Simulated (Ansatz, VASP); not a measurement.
One calculation of TaN, two programs

Contents of INCAR:

```
SYSTEM = TaN
ALGO = Normal
EDIFF = 1E-8
ENCUT = 520
GGA = PS
ISIF = 2
ISMEAR = -1
LASPH = .TRUE.
LCHARG = .FALSE.
LEFG = .TRUE.
LREAL = .FALSE.
LWAVE = .FALSE.
NBANDS = 15
NELM = 60
PREC = Accurate
SIGMA = 0.02
```

File KPOINTS:

```
k-points
0
G
  12 12 10
  0 0 0
```

File POSCAR:

```
TaN
1.0
    2.9281727019      0.0000000000      0.0000000000
   -1.4640863509      2.5358719465      0.0000000000
    0.0000000000      0.0000000000      2.8733577875
Ta N
1 1
Direct
    0.3333333333      0.6666666667      0.5000000000
    0.0000000000      0.0000000000      0.0000000000
```

Input for Ansatz:

```yaml
crystal:
  lattice:
    - [2.9281727019, 0.0, 0.0]
    - [-1.4640863509, 2.5358719465, 0.0]
    - [0.0, 0.0, 2.8733577875]
  atoms:
    - { symbol: Ta, position: [0.3333333333, 0.6666666667, 0.5] }
    - { symbol: "N", position: [0.0, 0.0, 0.0] }
kpoints:
  mp_grid: { grid: [12, 12, 10] }
scf:
  occupations: { method: fermi_dirac, width: 0.02 }
hamiltonian:
  xc: pbesol
  pseudopotentials: { kind: all_electron, datasets: crystal }
output:
  forces: true
  stress: true
  eigenvalues: true
  efg: { contact_densities: true }
```

Change from the starting cell: volume scaled by 0.99, crystal datasets.

Alike in both runs: task electric field gradients; functional PBEsol; k mesh 12 × 12 × 10; occupations fermi-dirac, width 0.02 eV; no spin polarisation.

```csv
,VASP,Ansatz
version,VASP 6.6.1,Ansatz 0.2.0
potentials or method,"VASP PAW PBE potentials, release 64 (Ta_pv, N), cutoff 520 eV","all-electron PAW with datasets made for the crystal, scalar-relativistic"
```

Ansatz gave:

| Item | Value |
| --- | --- |
| pressure (GPa) | -1.3 |
| traceless stress, the component that is largest in VASP (GPa) | 0.07 |
| size of Vzz on the site where it differs most (V/Å²) | 57.1 |

Q: Which values does VASP return?

A: Pressure (GPa): -0.5; traceless stress, the component that is largest in VASP (GPa): 0.21; size of Vzz on the site where it differs most (V/Å²): 18.1.

VASP's potentials were made for PBE, not for PBEsol. Ansatz ran all-electron here, and VASP with PAW potentials.

Neither program's run includes spin-orbit coupling.
